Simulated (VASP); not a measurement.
Here is a VASP 6.6.1 calculation.

POSCAR

```
NaCl
1.0
    0.0000000000      2.7940632177      2.7940632177
    2.7940632177      0.0000000000      2.7940632177
    2.7940632177      2.7940632177      0.0000000000
Cl Na
1 1
Direct
    0.5000000000      0.5000000000      0.5000000000
    0.0000000000      0.0000000000      0.0000000000
```

INCAR.step1

```
SYSTEM = NaCl
PREC = Accurate
ENCUT = 600
EDIFF = 1E-5
ISMEAR = -1
SIGMA = 0.05
LREAL = .False.
LASPH = .True.
NELM = 100
ALGO = Normal
LWAVE = .True.
LCHARG = .False.
GGA = PE
NBANDS = 14
```

The input INCAR.step2:

```
SYSTEM = NaCl
PREC = Accurate
ENCUT = 600
EDIFF = 1E-6
ISMEAR = -1
SIGMA = 0.05
LREAL = .False.
LASPH = .True.
NELM = 100
ALGO = Normal
ISIF = 3
LWAVE = .False.
LCHARG = .False.
GGA = PE
LHFCALC = .True.
AEXX = 1.0
ALDAC = 0.0
AGGAC = 0.0
PRECFOCK = Normal
IBRION = 2
NSW = 60
EDIFFG = -0.01
ISTART = 1
```

KPOINTS

```
regular mesh
0
Gamma
  4 4 4
  0 0 0
```

Potentials or basis: VASP PAW PBE potentials, release 64 (Cl, Na_pv).

Run with:

```bash
$ cat potpaw_PBE.64/Cl/POTCAR potpaw_PBE.64/Na_pv/POTCAR > POTCAR
$ cp INCAR.step1 INCAR
$ mpirun -np 1 vasp_std > vasp.out
$ cp INCAR.step2 INCAR
$ mpirun -np 1 vasp_std > vasp.out
```

Task: Estimate the relaxed cell.

Result: a = 4.081 Å, b = 4.081 Å, c = 4.081 Å, α = 60.00°, β = 60.00°, γ = 60.00°.

Task: What does it give for the relaxed volume?

Result: 24.03 Å³/atom.

Task: Predict the band gap on the k mesh.

Result: 13.41 eV, direct.

Final structure:
```cif
data_structure
_symmetry_space_group_name_H-M 'P 1'
_symmetry_Int_Tables_number 1
_cell_length_a 4.0811
_cell_length_b 4.0811
_cell_length_c 4.0811
_cell_angle_alpha 60.000
_cell_angle_beta 60.000
_cell_angle_gamma 60.000
_cell_volume 48.07
loop_
_atom_site_label
_atom_site_type_symbol
_atom_site_fract_x
_atom_site_fract_y
_atom_site_fract_z
_atom_site_occupancy
Cl1 Cl 0.50000 0.50000 0.50000 1
Na1 Na 0.00000 0.00000 0.00000 1
```

Caveat: the k points lie up to 0.47 Å⁻¹ apart in the final cell; the PAW data sets were made with another functional, which shifts forces and pressure a little.
